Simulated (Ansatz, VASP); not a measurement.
# InP: VASP beside Ansatz

File INCAR:

```
SYSTEM = InP
PREC = Accurate
ENCUT = 520
EDIFF = 1E-6
ISMEAR = -1
SIGMA = 0.03
LREAL = .False.
LASPH = .True.
NELM = 60
ALGO = Normal
ISIF = 2
LWAVE = .False.
LCHARG = .True.
GGA = PE
LELF = .True.
LVHAR = .True.
NBANDS = 16
```

Contents of KPOINTS:

```
regular mesh
0
Gamma
  11 11 11
  0 0 0
```

POSCAR

```
InP
1.0
    0.0000000000      2.8550000000      2.9406500000
    2.8550000000      0.0000000000      2.9406500000
    2.8550000000      2.8550000000      0.0000000000
In P
1 1
Direct
    0.0000000000      0.0000000000      0.0000000000
    0.5000000000      0.5000000000      0.5000000000
```

Input for Ansatz:

```yaml
crystal:
  lattice:
    - [0.0, 2.855, 2.94065]
    - [2.855, 0.0, 2.94065]
    - [2.855, 2.855, 0.0]
  atoms:
    - { symbol: In, position: [0.0, 0.0, 0.0] }
    - { symbol: P, position: [0.5, 0.5, 0.5] }
kpoints:
  mp_grid: { grid: [11, 11, 11] }
  band_path:
    path:
      - [0.0, 0.0, 0.0]
      - [0.0, 0.5, 0.5]
      - [0.25, 0.75, 0.5]
      - [0.0, 0.5, 0.0]
      - [0.0, 0.0, 0.0]
      - [0.5, 0.5, 0.0]
      - [0.3678244886, 0.6321755114, 0.0]
      - [-0.3678244886, 0.3678244886, 0.0]
      - [0.0, 0.0, 0.0]
    npoints: 5
scf:
  occupations: { method: fermi_dirac, width: 0.03 }
hamiltonian:
  xc: pbe
  pseudopotentials: { kind: all_electron, lapw: { basis_error: 0.00025 } }
output:
  forces: true
  stress: true
  eigenvalues: true
```

Change from the starting cell: zz strain of +3 %.

Alike in both runs: task single point; functional PBE; k mesh 11 × 11 × 11; occupations fermi-dirac, width 0.03 eV; no spin polarisation.

```csv
,VASP,Ansatz
version,VASP 6.6.1,Ansatz 0.2.0
potentials or method,"VASP PAW PBE potentials, release 64 (In_d, P), cutoff 520 eV","all-electron LAPW, scalar-relativistic"
```

```csv
,VASP,Ansatz,Ansatz less VASP
pressure (GPa),-6.5,-6.5,+0.04
"traceless stress, the component that is largest in VASP (GPa)",-1.27,-1.27,-0.003
```

Ansatz ran all-electron here, and VASP with PAW potentials.
